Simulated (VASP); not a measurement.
# Zn (Fd-3m) in VASP: a series of runs

Runs on Zn. Level: PBE. Tasks: relaxation of cell and atoms.

Program: VASP 6.6.1. These are calculated values, not measurements. Logs are shortened: lines on timing, memory, paths and dates and some standing lists are left out, and cuts for length are marked.

## 1. The cell of the first run

Symmetry: Fd-3m, No. 227, cubic system. The conventional cell has a = 4.320 Å, b = 4.320 Å, c = 4.320 Å, α = 90.00°, β = 90.00°, γ = 90.00°. Within 2.5 Å of Zn (site symmetry -43m) lie 4 Zn at 1.87 Å.

## 2. Relaxation of cell and atoms, PBE, target pressure 120 GPa, at which the enthalpy is minimised

INCAR

```
SYSTEM = Zn
PREC = Accurate
ENCUT = 600
EDIFF = 1E-6
ISMEAR = -1
SIGMA = 0.1
LREAL = .FALSE.
LASPH = .TRUE.
NELM = 80
ALGO = Normal
ISIF = 3
LWAVE = .FALSE.
LCHARG = .FALSE.
GGA = PE
IBRION = 2
NSW = 60
EDIFFG = -0.005
PSTRESS = 1200.0
```

KPOINTS

```
Automatic mesh
0
G
  15 15 15
  0 0 0
```

POSCAR

```
Zn
1.0
    0.0000000000      2.1597672464      2.1597672464
    2.1597672464      0.0000000000      2.1597672464
    2.1597672464      2.1597672464      0.0000000000
Zn
2
Direct
   -0.1250000000     -0.1250000000     -0.1250000000
    0.1250000000      0.1250000000      0.1250000000
```

Potentials or basis: VASP PAW PBE potentials, release 64 (Zn).

On the command line:

```console
> cat potpaw_PBE.64/Zn/POTCAR > POTCAR
> mpirun -np 1 vasp_std > vasp.out
```

OUTCAR:

```text
SYSTEM = Zn
   PREC = Accurate
   ENCUT = 600
   EDIFF = 1E-6
   ISMEAR = -1
   LREAL = .FALSE.
   LASPH = .TRUE.
   NELM = 80
   ISIF = 3
   GGA = PE
   IBRION = 2
   NSW = 60
   EDIFFG = -0.005
   PSTRESS = 1200.0

 ion  position               nearest neighbor table
   1  0.875  0.875  0.875-   2 1.87   2 1.87   2 1.87   2 1.87
   2  0.125  0.125  0.125-   1 1.87   1 1.87   1 1.87   1 1.87

  LATTYP: Found a face centered cubic cell.
 ALAT       =     4.3195344928

  Lattice vectors:

 A1 = (   0.0000000000,   2.1597672464,   2.1597672464)
 A2 = (   2.1597672464,   0.0000000000,   2.1597672464)
 A3 = (   2.1597672464,   2.1597672464,   0.0000000000)

Analysis of symmetry for initial positions (statically):
=====================================================================
 Subroutine PRICEL returns:
 Original cell was already a primitive cell.

 Routine SETGRP: Setting up the symmetry group for a
 face centered cubic supercell.

 Subroutine GETGRP returns: Found 48 space group operations
 (whereof 12 operations were pure point group operations)
 out of a pool of 48 trial point group operations.

The static configuration has the point symmetry D_3d.
 The point group associated with its full space group is O_h .

Analysis of symmetry for dynamics (positions and initial velocities):
=====================================================================
 Subroutine PRICEL returns:
 Original cell was already a primitive cell.

 Routine SETGRP: Setting up the symmetry group for a
 face centered cubic supercell.

 Subroutine GETGRP returns: Found 48 space group operations
 (whereof 12 operations were pure point group operations)
 out of a pool of 48 trial point group operations.

The dynamic configuration has the point symmetry D_3d.
 The point group associated with its full space group is O_h .

 Subroutine INISYM returns: Found 48 space group operations
 (whereof 12 operations are pure point group operations),
 and found     1 'primitive' translations

----------------------------------------------------------------------------------------

                                     Primitive cell

  volume of cell :      20.1489

  direct lattice vectors                    reciprocal lattice vectors
     0.000000000  2.159767246  2.159767246    -0.231506428  0.231506428  0.231506428
     2.159767246  0.000000000  2.159767246     0.231506428 -0.231506428  0.231506428
     2.159767246  2.159767246  0.000000000     0.231506428  0.231506428 -0.231506428

  length of vectors
     3.054372131  3.054372131  3.054372131     0.400980895  0.400980895  0.400980895

  position of ions in fractional coordinates (direct lattice)
     0.875000000  0.875000000  0.875000000
     0.125000000  0.125000000  0.125000000

  ion indices of the primitive-cell ions
   primitive index   ion index
                 1           1
                 2           2

----------------------------------------------------------------------------------------

 KPOINTS: Automatic mesh

Automatic generation of k-mesh.
 Grid dimensions read from file:
 generate k-points for:   15   15   15

 Generating k-lattice:

  Cartesian coordinates                     Fractional coordinates (reciprocal lattice)
    -0.015433762  0.015433762  0.015433762     0.066666667  0.000000000  0.000000000
     0.015433762 -0.015433762  0.015433762     0.000000000  0.066666667  0.000000000
     0.015433762  0.015433762 -0.015433762     0.000000000  0.000000000  0.066666667

  Length of vectors
     0.026732060  0.026732060  0.026732060

  Shift w.r.t. Gamma in fractional coordinates (k-lattice)
     0.000000000  0.000000000  0.000000000

 Subroutine IBZKPT returns following result:
 ===========================================

 Found    120 irreducible k-points:

 Following reciprocal coordinates:
            Coordinates               Weight
  0.000000  0.000000  0.000000      1.000000
  0.066667  0.000000  0.000000      8.000000
  0.133333  0.000000  0.000000      8.000000
  0.200000  0.000000  0.000000      8.000000
  0.266667  0.000000  0.000000      8.000000
  0.333333  0.000000  0.000000      8.000000
[... 16 lines left out ...]
  0.133333  0.133333  0.000000      6.000000
  0.200000  0.133333  0.000000     24.000000
 [... further k-points ...]
   k-points           NKPTS =    120   k-points in BZ     NKDIM =    120   number of bands    NBANDS=     16
   number of dos      NEDOS =    301   number of ions     NIONS =      2
   total plane-waves  NPLWV =  13824
   dimension x,y,z NGX =    24 NGY =   24 NGZ =   24
   dimension x,y,z NGXF=    48 NGYF=   48 NGZF=   48
   ions per type =               2
   NGX,Y,Z   is equivalent  to a cutoff of  13.06, 13.06, 13.06 a.u.
   NGXF,Y,Z  is equivalent  to a cutoff of  26.13, 26.13, 26.13 a.u.
 SYSTEM =  Zn
   PREC   = accura    normal or accurate (medium, high low for compatibility)
   ISTART =      0    job   : 0-new  1-cont  2-samecut
   ICHARG =      2    charge: 1-file 2-atom 10-const
   ISPIN  =      1    spin polarized calculation?
   LNONCOLLINEAR =      F non collinear calculations
   LSORBIT =      F    spin-orbit coupling
   LASPH  =      T    aspherical Exc in radial PAW
   ENCUT  =  600.0 eV  44.10 Ry    6.64 a.u.   6.10  6.10  6.10*2*pi/ulx,y,z
   NELM   =     80;   NELMIN=  2; NELMDL= -5     # of ELM steps
   EDIFF  = 0.1E-05   stopping-criterion for ELM
   LREAL  =      F    real-space projection
   EDIFFG = -.5E-02   stopping-criterion for IOM
   NSW    =     60    number of steps for IOM
   IBRION =      2    ionic relax: 0-MD 1-quasi-New 2-CG
   NFREE  =      1    steps in history (QN), initial steepest desc. (CG)
   ISIF   =      3    stress and relaxation
   ISYM   =      2    0-nonsym 1-usesym 2-fastsym
   POTIM  = 0.5000    time-step for ionic-motion
   TEBEG  =    0.0;   TEEND  =   0.0 temperature during run
   PSTRESS= 1200.0 pullay stress
   NELECT =      24.0000    total number of electrons
   NUPDOWN=      -1.0000    fix difference up-down
   EMIN   =  10.00;   EMAX   =-10.00  energy-range for DOS
   EFERMI =   0.00;   METHOD = LEGACY
   ISMEAR =    -1;   SIGMA  =   0.10  broadening in eV -4-tet -1-fermi 0-gaus
   EFERMI_NEDOS =   21; number of points for ismear=-14 and -15
   IALGO  =     38    algorithm
   IMIX   =      4    mixing-type and parameters
     AMIX     =   0.40;   BMIX     =  1.00
     AMIX_MAG =   1.60;   BMIX_MAG =  1.00
  volume/ion in A,a.u.               =      10.07        67.99
  Fermi-wavevector in a.u.,A,eV,Ry     =   1.735381  3.279396 40.974611  3.011549
  Thomas-Fermi vector in A             =   2.808998
   LORBIT       =      0    0 simple, 1 ext, 2 COOP (PROOUT), +10 PAW based schemes
   GGA     = PE    functional components
   LHFCALC =     F    Hartree Fock is set to
   AEXX    =    0.0000 exact exchange contribution
   IVDW    =     0    specifies the selected vdW correction
   LEPSILON=     F    determine dielectric tensor
   LRPA    =     F    only Hartree local field effects (RPA)
 conjugate gradient relaxation of ions
 non-spin polarized calculation
  energy-cutoff  :      600.00
  volume of cell :       20.15
 maximum number of plane-waves:       685
   NGX = 13   NGY = 13   NGZ = 13

--------------------------------------- Ionic step        1  -------------------------------------------

 number of electron      24.0000030 magnetization

 Free energy of the ion-electron system (eV)
  ---------------------------------------------------
  ext. energy  EPLUGINS =         0.00000000
  ---------------------------------------------------
  free energy    TOTEN  =         7.39136257 eV

  energy without entropy =        7.40742648  energy(sigma->0) =        7.39939452

 E-fermi :   6.6783     XC(G=0): -13.6490

 val. band max:        6.6559081826   @ k =  -0.3333   0.3333   0.1333
 cond. band min:       6.6919472842   @ k =  -0.4667   0.4000   0.1333
 fundamental gap:      0.0360391015
 Fermi energy:         6.6782739102

 k-point     1 :       0.0000    0.0000    0.0000
  band No.  band energies     occupation
      1      -7.3441      2.00000
      2      -4.8337      2.00000
      3      -4.8337      2.00000
      4      -4.7163      2.00000
      5      -4.7163      2.00000
      6      -4.7163      2.00000
[... 8 lines left out ...]
     15      18.3803      0.00000
     16      18.3803      0.00000
[... 1159 lines left out ...]
  FREE ENERGIE OF THE ION-ELECTRON SYSTEM (eV)
  ---------------------------------------------------
  free  energy   TOTEN  =         3.6020193344 eV

  energy  without entropy=        3.6186711846  energy(sigma->0) =        3.61034526

  enthalpy is  TOTEN    =        21.3842644889 eV   P V=       17.7822451545

--------------------------------------- Ionic step        8  -------------------------------------------

 number of electron      24.0000034 magnetization

 Free energy of the ion-electron system (eV)
  ---------------------------------------------------
  ext. energy  EPLUGINS =         0.00000000
  ---------------------------------------------------
  free energy    TOTEN  =         3.43290068 eV

  energy without entropy =        3.44971098  energy(sigma->0) =        3.44130583

 E-fermi :   4.8186     XC(G=0): -12.6070

 val. band max:        4.7437422753   @ k =  -0.4000   0.4667   0.1333
 cond. band min:       4.9107632172   @ k =  -0.4667   0.3333   0.0667
 fundamental gap:      0.1670209420
 Fermi energy:         4.8186175218

 k-point     1 :       0.0000    0.0000    0.0000
  band No.  band energies     occupation
      1      -7.4878      2.00000
      2      -5.3806      2.00000
      3      -5.3806      2.00000
      4      -5.3582      2.00000
      5      -5.3582      2.00000
      6      -5.3582      2.00000
[... 8 lines left out ...]
     15      15.3204      0.00000
     16      15.3204      0.00000
[... 459 lines left out ...]
 POSITION                                       TOTAL-FORCE (eV/Angst)
 -----------------------------------------------------------------------------------
      4.00448      4.00448      4.00448         0.000000     -0.000000      0.000000
      0.57207      0.57207      0.57207        -0.000000      0.000000     -0.000000
 -----------------------------------------------------------------------------------
    total drift:                                0.000000      0.000000      0.000000

  FREE ENERGIE OF THE ION-ELECTRON SYSTEM (eV)
  ---------------------------------------------------
  free  energy   TOTEN  =         3.4329006770 eV

  energy  without entropy=        3.4497109844  energy(sigma->0) =        3.44130583

  enthalpy is  TOTEN    =        21.3813307151 eV   P V=       17.9484300381

 reached required accuracy - stopping structural energy minimisation
```

Run time: 2.3 min. Hardware: 1 thread of Intel Xeon Platinum 8375C at 2.90GHz (Ice Lake), shared host; peak memory 0.18 GiB.

Results:

* Free energy: 3.4329 eV
* Relaxed volume: 11.98 Å³/atom
* Relaxed cell: a = 3.236 Å, b = 3.236 Å, c = 3.236 Å, α = 60.00°, β = 60.00°, γ = 60.00°
* Space group after relaxing (to 0.05 Å): Fd-3m (No. 227)
* Energy change on relaxing (the enthalpy is what falls): -1979.2 meV/atom
* Ionic steps: 8
* Pressure after relaxing: 120.0 GPa
* Band gap on the k mesh: zero (band 12 reaches 14.58 eV, above the bottom of band 13 at 2.55 eV)

Step by step:
| step | energy change (eV) | largest force (eV/Å) | pressure (GPa) | volume (Å³) |
| --- | --- | --- | --- | --- |
| 1 | 0.0000 | 0.0000 | 225.13 | 20.15 |
| 2 | -8.6207 | 0.0000 | 1.95 | 46.23 |
| 3 | -4.9772 | 0.0000 | 94.68 | 25.49 |
| 4 | -4.1103 | 0.0000 | 116.08 | 24.17 |
| 5 | -3.9528 | 0.0000 | 120.12 | 23.96 |
| 6 | -4.0129 | 0.0000 | 118.65 | 24.04 |
| 7 | -3.7893 | 0.0000 | 124.27 | 23.74 |
| 8 | -3.9585 | 0.0000 | 119.96 | 23.96 |

Final structure:
```yaml
crystal:
  lattice:
    - [0.00000, 2.28828, 2.28828]
    - [2.28828, 0.00000, 2.28828]
    - [2.28828, 2.28828, 0.00000]
  atoms:
    - { symbol: Zn, position: [0.87500, 0.87500, 0.87500] }
    - { symbol: Zn, position: [0.12500, 0.12500, 0.12500] }
```

Levels at points of the mesh, in eV from the Fermi level:
| k point | band 10 | band 11 | band 12 | band 13 | band 14 | band 15 |
| --- | --- | --- | --- | --- | --- | --- |
| (0.00, 0.00, 0.00) | -7.52 | -7.52 | 9.76 | 9.76 | 9.76 | 10.50 |

Caveat: the cell is relaxed towards a set pressure, so the enthalpy falls and the energy may rise; the volume moved by over 15 % at a fixed basis, so the end points are rough.

## 3. Relaxation of cell and atoms, PBE, target pressure 120 GPa, at which the enthalpy is minimised

This run uses another cell than the first one, of 11.93 Å³/atom, 1.184 times its volume.

INCAR

```
SYSTEM = Zn
  ALGO = Normal
  EDIFF = 1E-6
  EDIFFG = -0.005
  ENCUT = 600
  GGA = PE
  IBRION = 2
  ISIF = 3
  ISMEAR = -1
  LASPH = .TRUE.
  LCHARG = .FALSE.
  LREAL = .FALSE.
  LWAVE = .FALSE.
  NELM = 80
  NSW = 32
  PREC = Accurate
  PSTRESS = 1200.0
  SIGMA = 0.1
```

KPOINTS

```
k-points
0
G
  15 15 15
  0 0 0
```

POSCAR

```
Zn
1.0
    0.0000000000      2.2846694988      2.2846694988
    2.2846694988      0.0000000000      2.2846694988
    2.2846694988      2.2846694988      0.0000000000
Zn
2
Direct
   -0.1250000000     -0.1250000000     -0.1250000000
    0.1250000000      0.1250000000      0.1250000000
```

Potentials or basis: VASP PAW PBE potentials, release 64 (Zn).

On the command line:

```console
> cat potpaw_PBE.64/Zn/POTCAR > POTCAR
> mpirun -np 1 vasp_std > vasp.out
```

It took 1.7 min on 1 thread of Intel Xeon Platinum 8375C at 2.90GHz (Ice Lake), shared host; peak memory 0.19 GiB.

It converged, with:

| Quantity | Value |
| --- | --- |
| Free energy | 3.4339 eV |
| Relaxed volume | 11.98 Å³/atom |
| Relaxed cell | a = 3.236 Å, b = 3.236 Å, c = 3.236 Å, α = 60.00°, β = 60.00°, γ = 60.00° |
| Space group after relaxing (to 0.05 Å) | Fd-3m (No. 227) |
| Energy change on relaxing (the enthalpy is what falls) | -41.4 meV/atom |
| Ionic steps | 3 |
| Pressure after relaxing | 120.0 GPa |
| Band gap on the k mesh | zero (band 12 reaches 14.58 eV, above the bottom of band 13 at 2.56 eV) |

Step by step:
```
step  energy change (eV)  largest force (eV/Å)  pressure (GPa)  volume (Å³)
   1              0.0000                0.0000          122.03        23.85
   2             -0.3841                0.0000          112.28        24.38
   3             -0.0828                0.0000          120.00        23.96
```

Final structure:
```
CELL_PARAMETERS angstrom
0.00000 2.28817 2.28817
2.28817 0.00000 2.28817
2.28817 2.28817 0.00000
ATOMIC_POSITIONS crystal
Zn 0.87500 0.87500 0.87500
Zn 0.12500 0.12500 0.12500
```

Levels at points of the mesh, in eV from the Fermi level:
| k point | band 9 | band 10 | band 11 | band 12 | band 13 | band 14 | band 15 | band 16 |
| --- | --- | --- | --- | --- | --- | --- | --- | --- |
| (0.00, 0.00, 0.00) | -8.43 | -7.52 | -7.52 | 9.76 | 9.76 | 9.76 | 10.50 | 10.50 |

Caveat: the cell is relaxed towards a set pressure, so the enthalpy falls and the energy may rise.

## 4. Relaxation of cell and atoms, PBE, target pressure 120 GPa, at which the enthalpy is minimised

INCAR

```
ALGO = Normal
EDIFF = 1E-7
EDIFFG = -0.005
ENCUT = 600
GGA = PE
IBRION = 2
ISIF = 3
ISMEAR = -1
LASPH = T
LCHARG = F
LREAL = F
LWAVE = F
NELM = 80
NSW = 60
PREC = Accurate
PSTRESS = 1200.0
SIGMA = 0.1
```

KPOINTS

```
k-points
0
Gamma
  15 15 15
```

POSCAR

```
Zn
1.0
    0.0000000000      2.1597672466      2.1597672466
    2.1597672466      0.0000000000      2.1597672466
    2.1597672466      2.1597672466      0.0000000000
Zn
2
Direct
   -0.1250000000     -0.1250000000     -0.1250000000
    0.1250000000      0.1250000000      0.1250000000
```

On the command line:

```console
> cat potpaw_PBE.64/Zn/POTCAR > POTCAR
> mpirun -np 1 vasp_std > vasp.out
```

Wall time 64 s (1 thread of Intel Xeon 6975P-C, shared host); peak memory 0.18 GiB.

It converged, with:

| Item | Value |
| --- | --- |
| Free energy | 3.4337 eV |
| Relaxed volume | 11.98 Å³/atom |
| Relaxed cell | a = 3.236 Å, b = 3.236 Å, c = 3.236 Å, α = 60.00°, β = 60.00°, γ = 60.00° |
| Space group after relaxing (to 0.05 Å) | Fd-3m (No. 227) |
| Energy change on relaxing (the enthalpy is what falls) | -1978.8 meV/atom |
| Ionic steps | 5 |
| Pressure after relaxing | 120.1 GPa |
| Band gap on the k mesh | zero (band 12 reaches 14.58 eV, above the bottom of band 13 at 2.55 eV) |

Step by step:
| step | energy change (eV) | largest force (eV/Å) | pressure (GPa) | volume (Å³) |
| --- | --- | --- | --- | --- |
| 1 | 0.0000 | 0.0000 | 225.12 | 20.15 |
| 2 | -8.6207 | 0.0000 | 1.97 | 46.23 |
| 3 | -4.9768 | 0.0000 | 94.54 | 25.49 |
| 4 | -4.1060 | 0.0000 | 116.27 | 24.16 |
| 5 | -3.9576 | 0.0000 | 120.05 | 23.96 |

Final structure:
```
CELL_PARAMETERS angstrom
0.00000 2.28824 2.28824
2.28824 0.00000 2.28824
2.28824 2.28824 0.00000
ATOMIC_POSITIONS crystal
Zn 0.87500 0.87500 0.87500
Zn 0.12500 0.12500 0.12500
```

Levels at points of the mesh, in eV from the Fermi level:
| k point | band 9 | band 10 | band 11 | band 12 | band 13 | band 14 | band 15 | band 16 |
| --- | --- | --- | --- | --- | --- | --- | --- | --- |
| (0.00, 0.00, 0.00) | -8.43 | -7.52 | -7.52 | 9.76 | 9.76 | 9.76 | 10.50 | 10.50 |

Caveat: the cell is relaxed towards a set pressure, so the enthalpy falls and the energy may rise; the volume moved by over 15 % at a fixed basis, so the end points are rough.

(Part 1 of 2 ends here.)
